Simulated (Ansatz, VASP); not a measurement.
Sc: VASP beside Ansatz

```
CELL_PARAMETERS angstrom
0.00000 2.17878 2.17878
2.17878 0.00000 2.17878
2.17878 2.17878 0.00000
ATOMIC_POSITIONS crystal
Sc 0.00000 0.00000 0.00000
```

Alike in both runs: task single point; functional LDA; k mesh 20 × 20 × 20; occupations fermi-dirac, width 0.1 eV; no spin polarisation.

|  | VASP | Ansatz |
| --- | --- | --- |
| version | VASP 6.6.1 | Ansatz 0.2.0 |
| potentials or method | VASP PAW LDA potentials, release 64 (Sc_sv), cutoff 520 eV | plane waves (420 eV) with PAW, scalar-relativistic |
| valence electrons in the cell | 11 | 11 |

```csv
,VASP,Ansatz,Ansatz less VASP
pressure (GPa),5.5,5.4,-0.11
```

Ansatz warns that its potentials were made for another functional, while VASP's fit it. LDA's correlation is that of Perdew and Zunger in VASP and of Perdew and Wang (1992) in Ansatz.
